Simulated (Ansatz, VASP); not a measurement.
**HgTe in VASP and in Ansatz**

File POSCAR:

```
HgTe
1.0
    0.0000000000      3.1575915708      3.4654980869
    3.1575915708      0.0000000000      3.4654980869
    3.1575915708      3.1575915708      0.0000000000
Hg Te
1 1
Direct
    0.0000000000      0.0000000000      0.0000000000
    0.2500000000      0.2500000000      0.2500000000
```

INCAR.step1

```
PREC = Accurate ; ENCUT = 520
ISMEAR = -1 ; SIGMA = 0.02
LREAL = F ; LASPH = T
NELM = 80 ; NBANDS = 16
GGA = PE ; ALGO = Normal
EDIFF = 1E-4 ; LWAVE = T
LCHARG = F
```

The input INCAR.step2:

```
PREC = Accurate ; ENCUT = 520
EDIFF = 1E-7 ; ISMEAR = -1
SIGMA = 0.02 ; LREAL = F
LASPH = T ; NELM = 80
ALGO = Normal ; ISIF = 2
LWAVE = F ; LCHARG = T
METAGGA = R2SCAN ; LMIXTAU = T
LELF = T ; LVHAR = T
NBANDS = 16 ; ISTART = 1
```

The input KPOINTS:

```
regular mesh
0
Gamma
  6 6 6
```

Input for Ansatz:

```yaml
crystal:
  lattice:
    - [0.0, 3.1575915708, 3.4654980869]
    - [3.1575915708, 0.0, 3.4654980869]
    - [3.1575915708, 3.1575915708, 0.0]
  atoms:
    - { symbol: Hg, position: [0.0, 0.0, 0.0] }
    - { symbol: Te, position: [0.25, 0.25, 0.25] }
kpoints:
  mp_grid: { grid: [6, 6, 6] }
  band_path:
    path:
      - [0.0, 0.0, 0.0]
      - [-0.5, -0.5, 0.0]
      - [-0.375, -0.375, 0.25]
      - [-0.375, 0.0, 0.375]
      - [0.0, 0.0, 0.5]
      - [-0.5, -0.25, 0.25]
      - [-0.042318, -0.042318, 0.0]
    npoints: 1
hamiltonian:
  xc: r2scan
scf:
  occupations: { method: fermi_dirac, width: 0.02 }
  n_extra_bands: 4
output:
  forces: true
  stress: true
  eigenvalues: true
```

Change from the starting cell: epitaxial_xy strain -4.0%.

Alike in both runs: task single point; functional r2SCAN; k mesh 6 × 6 × 6; occupations fermi-dirac, width 0.02 eV; no spin polarisation.

|  | VASP | Ansatz |
| --- | --- | --- |
| version | VASP 6.6.1 | Ansatz 0.2.0 |
| potentials or method | VASP PAW PBE potentials, release 64 (Hg, Te) | plane waves, PAW |
| plane-wave cutoff (eV) | 520 | 500 |
| valence electrons in the cell | 18 | 36 |

```tsv
	VASP	Ansatz	Ansatz less VASP
pressure (GPa)	1.2	1.1	-0.07
traceless stress, the component that is largest in VASP (GPa)	-1.09	-1.09	+0.006
```

VASP's potentials were made for PBE, not for r2SCAN. VASP's potentials hold 18 valence electrons a cell and Ansatz's 36, so a difference there can come from the potentials and not from the codes.

Spin-orbit coupling is off throughout.
